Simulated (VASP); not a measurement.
# MgO (Pm) in VASP: further runs

The runs below take MgO through single point, with LDA.

Program: VASP 6.6.1. These are calculated values, not measurements. Logs are shortened: lines on timing, memory, paths and dates and some standing lists are left out, and cuts for length are marked.

## 1. The cell of the first run

Symmetry: Pm, No. 6, monoclinic system. Conventional cell: a = 3.486 Å, b = 4.178 Å, c = 3.486 Å, α = 90.00°, β = 120.00°, γ = 90.00°. Mg (site symmetry m) has 5 O at 1.94 to 2.11 Å within 2.6 Å. Mg (site symmetry m) has 5 O at 1.92 to 2.09 Å within 2.5 Å. O (site symmetry m) has 5 Mg at 1.92 to 2.09 Å within 2.5 Å. Within 2.6 Å of O (site symmetry m) lie 5 Mg at 1.94 to 2.11 Å.

## 2. Single point, LDA (all Mg atoms moved -0.100 Å, as atom 1 along Cartesian [1 1 0])

INCAR reads:

```
ALGO = Normal
EDIFF = 1E-6
ENCUT = 520
GGA = CA
ISIF = 2
ISMEAR = 0
LASPH = True
LCHARG = True
LELF = True
LREAL = False
LVHAR = True
LWAVE = False
NBANDS = 16
NELM = 100
PREC = Accurate
SIGMA = 0.05
```

KPOINTS reads:

```
k-points
0
Gamma
  6 6 6
```

POSCAR reads:

```
MgO
1.0
    3.4863778627      0.0000000000      0.0000000000
   -1.7431889314      3.0192917963      0.0000000000
    0.0000000000      0.0000000000      4.1780412200
Mg O
2 2
Direct
    0.6346748656      0.3099137095      0.7500000000
    0.3013415322      0.6432470428      0.2500000000
    0.6666666667      0.3333333333      0.2500000000
    0.3333333333      0.6666666667      0.7500000000
```

Potentials or basis: VASP PAW LDA potentials, release 64 (Mg, O).

Started as:

```
$ cat potpaw_LDA.64/Mg/POTCAR potpaw_LDA.64/O/POTCAR > POTCAR
$ mpirun -np 1 vasp_std > vasp.out
```

OUTCAR:

```text
EDIFF = 1E-6
   ENCUT = 520
   GGA = CA
   ISIF = 2
   ISMEAR = 0
   LASPH = True
   LREAL = False
   NELM = 100
   PREC = Accurate

 ion  position               nearest neighbor table
   1  0.635  0.310  0.750-   4 1.94   4 1.99   3 2.09   3 2.09   4 2.11   2 2.90   2 2.90   2 2.90
                             2 2.90   2 2.90   2 2.90
   2  0.301  0.643  0.250-   3 1.92   3 2.04   3 2.08   4 2.09   4 2.09   1 2.90   1 2.90   1 2.90
                             1 2.90   1 2.90   1 2.90
   3  0.667  0.333  0.250-   2 1.92   2 2.04   2 2.08   1 2.09   1 2.09
   4  0.333  0.667  0.750-   1 1.94   1 1.99   2 2.09   2 2.09   1 2.11

  LATTYP: Found a hexagonal cell.
 ALAT       =     3.4863778627
 C/A-ratio  =     1.1983902447

  Lattice vectors:

 A1 = (   3.4863778627,   0.0000000000,   0.0000000000)
 A2 = (  -1.7431889314,   3.0192917963,   0.0000000000)
 A3 = (   0.0000000000,   0.0000000000,   4.1780412200)

Analysis of symmetry for initial positions (statically):
=====================================================================
 Subroutine PRICEL returns:
 Original cell was already a primitive cell.

 Routine SETGRP: Setting up the symmetry group for a
 hexagonal supercell.

 Subroutine GETGRP returns: Found  2 space group operations
 (whereof  1 operations were pure point group operations)
 out of a pool of 24 trial point group operations.

The static configuration has the point symmetry C_1 .
 The point group associated with its full space group is C_1h.

Analysis of symmetry for dynamics (positions and initial velocities):
=====================================================================
 Subroutine PRICEL returns:
 Original cell was already a primitive cell.

 Routine SETGRP: Setting up the symmetry group for a
 hexagonal supercell.

 Subroutine GETGRP returns: Found  2 space group operations
 (whereof  1 operations were pure point group operations)
 out of a pool of 24 trial point group operations.

The dynamic configuration has the point symmetry C_1 .
 The point group associated with its full space group is C_1h.

 Subroutine INISYM returns: Found  2 space group operations
 (whereof  1 operations are pure point group operations),
 and found     1 'primitive' translations

----------------------------------------------------------------------------------------

                                     Primitive cell

  volume of cell :      43.9797

  direct lattice vectors                    reciprocal lattice vectors
     3.486377863  0.000000000  0.000000000     0.286830642  0.165601748  0.000000000
    -1.743188931  3.019291796  0.000000000     0.000000000  0.331203497  0.000000000
     0.000000000  0.000000000  4.178041220     0.000000000  0.000000000  0.239346609

  length of vectors
     3.486377863  3.486377863  4.178041220     0.331203497  0.331203497  0.239346609

  position of ions in fractional coordinates (direct lattice)
     0.634674866  0.309913710  0.750000000
     0.301341532  0.643247043  0.250000000
     0.666666667  0.333333333  0.250000000
     0.333333333  0.666666667  0.750000000

  ion indices of the primitive-cell ions
   primitive index   ion index
                 1           1
                 2           2
                 3           3
                 4           4

----------------------------------------------------------------------------------------

 KPOINTS: k-points

Automatic generation of k-mesh.
 Grid dimensions read from file:
 generate k-points for:    6    6    6

 Generating k-lattice:

  Cartesian coordinates                     Fractional coordinates (reciprocal lattice)
     0.047805107  0.027600291  0.000000000     0.166666667  0.000000000  0.000000000
     0.000000000  0.055200583  0.000000000     0.000000000  0.166666667  0.000000000
     0.000000000  0.000000000  0.039891102     0.000000000  0.000000000  0.166666667

  Length of vectors
     0.055200583  0.055200583  0.039891102

  Shift w.r.t. Gamma in fractional coordinates (k-lattice)
     0.000000000  0.000000000  0.000000000

 Subroutine IBZKPT returns following result:
 ===========================================

 Found     80 irreducible k-points:

 Following reciprocal coordinates:
            Coordinates               Weight
  0.000000  0.000000  0.000000      1.000000
  0.166667 -0.000000  0.000000      2.000000
  0.000000  0.166667  0.000000      2.000000
 -0.166667  0.166667  0.000000      2.000000
  0.333333 -0.000000  0.000000      2.000000
  0.000000  0.333333  0.000000      2.000000
[... 16 lines left out ...]
  0.000000  0.166667  0.166667      4.000000
 -0.166667  0.166667  0.166667      4.000000
 [... further k-points ...]
   k-points           NKPTS =     80   k-points in BZ     NKDIM =     80   number of bands    NBANDS=     16
   number of dos      NEDOS =    301   number of ions     NIONS =      4
   total plane-waves  NPLWV =  25088
   dimension x,y,z NGX =    28 NGY =   28 NGZ =   32
   dimension x,y,z NGXF=    56 NGYF=   56 NGZF=   64
   ions per type =               2   2
   NGX,Y,Z   is equivalent  to a cutoff of  13.35, 13.35, 12.73 a.u.
   NGXF,Y,Z  is equivalent  to a cutoff of  26.70, 26.70, 25.47 a.u.
 SYSTEM =  unknown system
   PREC   = accura    normal or accurate (medium, high low for compatibility)
   ISTART =      0    job   : 0-new  1-cont  2-samecut
   ICHARG =      2    charge: 1-file 2-atom 10-const
   ISPIN  =      1    spin polarized calculation?
   LNONCOLLINEAR =      F non collinear calculations
   LSORBIT =      F    spin-orbit coupling
   LASPH  =      T    aspherical Exc in radial PAW
   ENCUT  =  520.0 eV  38.22 Ry    6.18 a.u.   6.48  6.48  7.77*2*pi/ulx,y,z
   NELM   =    100;   NELMIN=  2; NELMDL= -5     # of ELM steps
   EDIFF  = 0.1E-05   stopping-criterion for ELM
   LREAL  =      F    real-space projection
   EDIFFG = 0.1E-04   stopping-criterion for IOM
   NSW    =      0    number of steps for IOM
   IBRION =     -1    ionic relax: 0-MD 1-quasi-New 2-CG
   NFREE  =      0    steps in history (QN), initial steepest desc. (CG)
   ISIF   =      2    stress and relaxation
   ISYM   =      2    0-nonsym 1-usesym 2-fastsym
   POTIM  = 0.5000    time-step for ionic-motion
   TEBEG  =    0.0;   TEEND  =   0.0 temperature during run
   PSTRESS=    0.0 pullay stress
   NELECT =      16.0000    total number of electrons
   NUPDOWN=      -1.0000    fix difference up-down
   EMIN   =  10.00;   EMAX   =-10.00  energy-range for DOS
   EFERMI =   0.00;   METHOD = LEGACY
   ISMEAR =     0;   SIGMA  =   0.05  broadening in eV -4-tet -1-fermi 0-gaus
   EFERMI_NEDOS =   21; number of points for ismear=-14 and -15
   IALGO  =     38    algorithm
   IMIX   =      4    mixing-type and parameters
     AMIX     =   0.40;   BMIX     =  1.00
     AMIX_MAG =   1.60;   BMIX_MAG =  1.00
  volume/ion in A,a.u.               =      10.99        74.20
  Fermi-wavevector in a.u.,A,eV,Ry     =   1.168685  2.208494 18.583167  1.365824
  Thomas-Fermi vector in A             =   2.305168
   LORBIT       =      0    0 simple, 1 ext, 2 COOP (PROOUT), +10 PAW based schemes
   GGA     = CA    functional components
   LHFCALC =     F    Hartree Fock is set to
   AEXX    =    0.0000 exact exchange contribution
   IVDW    =     0    specifies the selected vdW correction
   LEPSILON=     F    determine dielectric tensor
   LRPA    =     F    only Hartree local field effects (RPA)
 non-spin polarized calculation
 Gauss-broadening in eV      SIGMA  =   0.05
  energy-cutoff  :      520.00
  volume of cell :       43.98
 maximum number of plane-waves:      1204
 NGX is ok and might be reduce to    28
   NGX = 13   NGY = 13   NGZ = 15

 number of electron      15.9999999 magnetization

 Free energy of the ion-electron system (eV)
  ---------------------------------------------------
  ext. energy  EPLUGINS =         0.00000000
  ---------------------------------------------------
  free energy    TOTEN  =       -26.41001949 eV

  energy without entropy =      -26.41001949  energy(sigma->0) =      -26.41001949

 E-fermi :   1.8979     XC(G=0): -10.5998

 val. band max:        1.6732182638   @ k =   0.0000   0.0000   0.0000
 cond. band min:       4.9984876864   @ k =   0.0000   0.0000   0.0000
 fundamental gap:      3.3252694226
 Fermi energy:         1.8979374132

 k-point     1 :       0.0000    0.0000    0.0000
  band No.  band energies     occupation
      1     -14.9806      2.00000
      2     -13.5089      2.00000
      3      -2.0237      2.00000
      4      -0.0891      2.00000
      5      -0.0803      2.00000
      6       0.8729      2.00000
[... 8 lines left out ...]
     15      17.0379      0.00000
     16      17.0781      0.00000

 k-point     2 :       0.1667   -0.0000    0.0000
  band No.  band energies     occupation
      1     -14.8407      2.00000
      2     -13.5349      2.00000
      3      -1.8075      2.00000
      4      -0.5373      2.00000
      5      -0.2822      2.00000
      6       0.3266      2.00000
[... 8 lines left out ...]
     15      16.0534      0.00000
     16      16.2925      0.00000

 k-point     3 :       0.0000    0.1667    0.0000
  band No.  band energies     occupation
      1     -14.8406      2.00000
      2     -13.5347      2.00000
      3      -1.8074      2.00000
      4      -0.5486      2.00000
      5      -0.2694      2.00000
      6       0.3262      2.00000
[... 8 lines left out ...]
     15      16.0142      0.00000
     16      16.3001      0.00000
[... 362 lines left out ...]
 k-point    23 :       0.0000    0.1667    0.1667
  band No.  band energies     occupation
      1     -14.7517      2.00000
      2     -13.6183      2.00000
      3      -1.8034      2.00000
      4      -0.4334      2.00000
      5      -0.1892      2.00000
      6       0.1001      2.00000
[... 8 lines left out ...]
     15      16.0219      0.00000
     16      16.7595      0.00000

 k-point    24 :      -0.1667    0.1667    0.1667
  band No.  band energies     occupation
      1     -14.7516      2.00000
      2     -13.6181      2.00000
      3      -1.8033      2.00000
      4      -0.4467      2.00000
      5      -0.1726      2.00000
      6       0.0995      2.00000
[... 8 lines left out ...]
     15      16.0617      0.00000
     16      16.7440      0.00000

 [... further k-points ...]

------------------------ aborting loop because EDIFF is reached ----------------------------------------

  FORCE on cell =-STRESS in cart. coord.  units (eV):
  Direction    XX          YY          ZZ          XY          YZ          ZX
  --------------------------------------------------------------------------------------
  -------------------------------------------------------------------------------------
  Total       -1.1747998     -1.1814135     -1.6339151      0.1568456      0.0000000      0.0000000
  in kB      -42.7978723    -43.0388088    -59.5234117      5.7138737      0.0000000      0.0000000
  external PRESSURE =     -48.4533642 kB  Pullay stress =       0.0000000 kB

 VOLUME and BASIS-vectors are now :
 -----------------------------------------------------------------------------
  energy-cutoff  :      520.00
  volume of cell :       43.98
      direct lattice vectors                 reciprocal lattice vectors
     3.486377863  0.000000000  0.000000000     0.286830642  0.165601748  0.000000000
    -1.743188931  3.019291796  0.000000000     0.000000000  0.331203497  0.000000000
     0.000000000  0.000000000  4.178041220     0.000000000  0.000000000  0.239346609

 POSITION                                       TOTAL-FORCE (eV/Angst)
 -----------------------------------------------------------------------------------
      1.67248      0.93572      3.13353         0.473484      0.621528      0.000000
     -0.07071      1.94215      1.04451         0.771426      0.623001      0.000000
      1.74319      1.00643      1.04451        -0.774096     -0.623018      0.000000
     -0.00000      2.01286      3.13353        -0.470813     -0.621511      0.000000
 -----------------------------------------------------------------------------------
    total drift:                               -0.000142     -0.000148      0.000000

  FREE ENERGIE OF THE ION-ELECTRON SYSTEM (eV)
  ---------------------------------------------------
  free  energy   TOTEN  =       -26.4100194871 eV

  energy  without entropy=      -26.4100194871  energy(sigma->0) =      -26.41001949
```

It took 37 s on 1 thread of Intel Xeon Platinum 8259CL at 2.50GHz (Skylake/Cascade Lake), shared host; peak memory 0.18 GiB.

What came out:

| Quantity | Value |
| --- | --- |
| Free energy | -26.4100 eV |
| Pressure | -4.8 GPa |
| Largest force | 0.994 eV/Å |
| Band gap on the k mesh | 3.33 eV, direct |

Forces on the atoms (eV/Å):
```
Mg   0.473  0.622  0.000
Mg   0.771  0.623  0.000
O   -0.774 -0.623  0.000
O   -0.471 -0.622  0.000
```

Levels at points of the mesh, in eV from the valence-band top:
| k point | band 5 | band 6 | band 7 | band 8 | band 9 | band 10 | band 11 | band 12 |
| --- | --- | --- | --- | --- | --- | --- | --- | --- |
| (0.00, 0.00, 0.00) | -1.75 | -0.80 | -0.80 | 0.00 | 3.33 | 9.20 | 12.06 | 12.26 |
| (0.50, 0.00, 0.00) | -2.38 | -1.99 | -1.32 | -0.52 | 6.81 | 8.91 | 9.67 | 11.79 |
| (0.00, 0.50, 0.00) | -2.37 | -1.99 | -1.32 | -0.52 | 6.81 | 8.90 | 9.65 | 11.78 |
| (0.50, 0.50, 0.00) | -2.36 | -1.99 | -1.32 | -0.52 | 6.81 | 8.88 | 9.64 | 11.77 |
| (0.00, 0.00, 0.50) | -1.39 | -1.38 | -1.21 | -1.20 | 6.33 | 6.33 | 12.55 | 12.55 |
| (0.50, 0.00, 0.50) | -1.65 | -1.46 | -0.84 | -0.80 | 7.10 | 7.19 | 11.60 | 11.90 |
| (0.00, 0.50, 0.50) | -1.63 | -1.49 | -0.84 | -0.81 | 7.11 | 7.17 | 11.64 | 11.86 |
| (0.50, 0.50, 0.50) | -1.59 | -1.54 | -0.82 | -0.81 | 7.13 | 7.15 | 11.71 | 11.79 |

Caveat: the cell differs from its parent crystal (all Mg atoms moved -0.100 Å, as atom 1 along Cartesian [1 1 0]).

## 3. Single point, LDA (all Mg atoms moved +0.075 Å, as atom 1 along Cartesian [1 1 0])

INCAR reads:

```
PREC = Accurate ; ENCUT = 520
EDIFF = 1E-6 ; ISMEAR = 0
SIGMA = 0.05 ; LREAL = False
LASPH = True ; NELM = 100
ALGO = Normal ; ISIF = 2
LWAVE = False ; LCHARG = True
GGA = CA ; LELF = True
LVHAR = True ; NBANDS = 16
```

KPOINTS reads:

```
Automatic mesh
0
Gamma
  6 6 6
```

POSCAR: that of step 2 with these lines changed.

```diff
@@ -8,4 +8,4 @@
 Direct
-    0.6346748656      0.3099137095      0.7500000000
-    0.3013415322      0.6432470428      0.2500000000
+    0.6906605175      0.3508980512      0.7500000000
+    0.3573271842      0.6842313845      0.2500000000
     0.6666666667      0.3333333333      0.2500000000
```

Potentials or basis: VASP PAW LDA potentials, release 64 (Mg, O).

Started as:

```
$ cat potpaw_LDA.64/Mg/POTCAR potpaw_LDA.64/O/POTCAR > POTCAR
$ mpirun -np 1 vasp_std > vasp.out
```

It took 32 s on 1 thread of Intel Xeon Platinum 8259CL at 2.50GHz (Skylake/Cascade Lake), shared host; peak memory 0.18 GiB.

The run converged. Its results:

- Free energy: -26.4483 eV
- Pressure: -5.2 GPa
- Largest force: 0.714 eV/Å
- Band gap on the k mesh: 3.33 eV, direct

Forces on the atoms (eV/Å):
```
Mg  -0.544 -0.461  0.000
Mg  -0.378 -0.461  0.000
O    0.376  0.461  0.000
O    0.545  0.461  0.000
```

Stress tensor (GPa, compression positive):
```
-4.93  0.32  0.00
 0.32 -4.93  0.00
 0.00  0.00 -5.88
```

Levels at points of the mesh, in eV from the valence-band top:
| k point | band 6 | band 7 | band 8 | band 9 | band 10 | band 11 |
| --- | --- | --- | --- | --- | --- | --- |
| (0.00, 0.00, 0.00) | -0.81 | -0.80 | 0.00 | 3.33 | 9.22 | 12.06 |
| (0.50, 0.00, 0.00) | -1.99 | -1.32 | -0.52 | 6.82 | 8.92 | 9.67 |
| (0.00, 0.50, 0.00) | -1.99 | -1.32 | -0.52 | 6.81 | 8.91 | 9.66 |
| (0.50, 0.50, 0.00) | -1.99 | -1.32 | -0.52 | 6.81 | 8.90 | 9.65 |
| (0.00, 0.00, 0.50) | -1.37 | -1.23 | -1.23 | 6.34 | 6.34 | 12.57 |
| (0.50, 0.00, 0.50) | -1.49 | -0.84 | -0.81 | 7.11 | 7.18 | 11.65 |
| (0.00, 0.50, 0.50) | -1.51 | -0.84 | -0.82 | 7.12 | 7.17 | 11.68 |
| (0.50, 0.50, 0.50) | -1.54 | -0.83 | -0.82 | 7.13 | 7.15 | 11.73 |

Caveat: the cell differs from its parent crystal (all Mg atoms moved +0.075 Å, as atom 1 along Cartesian [1 1 0]).

## 4. Single point, LDA (all Mg atoms moved -0.050 Å, as atom 1 along Cartesian [1 1 0])

INCAR reads:

```
SYSTEM = MgO
PREC = Accurate ; ENCUT = 520
EDIFF = 1E-6 ; ISMEAR = 0
SIGMA = 0.05 ; LREAL = .False.
LASPH = .True. ; NELM = 100
ALGO = Normal ; ISIF = 2
LWAVE = .False. ; LCHARG = .False.
NBANDS = 16
```

KPOINTS reads:

```
Automatic mesh
0
Gamma
  6 6 6
  0 0 0
```

POSCAR: that of step 3 with these lines changed.

```diff
@@ -8,4 +8,4 @@
 Direct
-    0.6906605175      0.3508980512      0.7500000000
-    0.3573271842      0.6842313845      0.2500000000
+    0.6506707661      0.3216235214      0.7500000000
+    0.3173374328      0.6549568547      0.2500000000
     0.6666666667      0.3333333333      0.2500000000
```

Started as:

```
$ cat potpaw_LDA.64/Mg/POTCAR potpaw_LDA.64/O/POTCAR > POTCAR
$ mpirun -np 1 vasp_std > vasp.out
```

Run time: 32 s. Hardware: 1 thread of Intel Xeon Platinum 8259CL at 2.50GHz (Skylake/Cascade Lake), shared host; peak memory 0.18 GiB.

Results (log left out):

```
Free energy            : -26.4753 eV
Pressure               : -5.5 GPa
Largest force          : 0.458 eV/Å
Band gap on the k mesh : 3.33 eV, direct
```

Forces on the atoms (eV/Å):
```
Mg   0.268  0.304  0.000
Mg   0.341  0.305  0.000
O   -0.342 -0.305  0.000
O   -0.267 -0.304  0.000
```

Stress tensor (GPa, compression positive):
```
-5.38  0.14  0.00
 0.14 -5.38  0.00
 0.00  0.00 -5.83
```

Levels at points of the mesh, in eV from the valence-band top:
```tsv
k point	band 6	band 7	band 8	band 9	band 10	band 11
(0.00, 0.00, 0.00)	-0.81	-0.81	0.00	3.33	9.23	12.07
(0.50, 0.00, 0.00)	-1.99	-1.32	-0.52	6.82	8.92	9.67
(0.00, 0.50, 0.00)	-1.99	-1.32	-0.52	6.82	8.92	9.66
(0.50, 0.50, 0.00)	-1.99	-1.33	-0.52	6.82	8.91	9.66
(0.00, 0.00, 0.50)	-1.35	-1.26	-1.26	6.34	6.34	12.58
(0.50, 0.00, 0.50)	-1.51	-0.84	-0.82	7.12	7.17	11.69
(0.00, 0.50, 0.50)	-1.53	-0.84	-0.82	7.13	7.16	11.71
(0.50, 0.50, 0.50)	-1.55	-0.83	-0.83	7.14	7.15	11.75
```

Caveat: the cell differs from its parent crystal (all Mg atoms moved -0.050 Å, as atom 1 along Cartesian [1 1 0]).

(Part 1 of 2 ends here.)
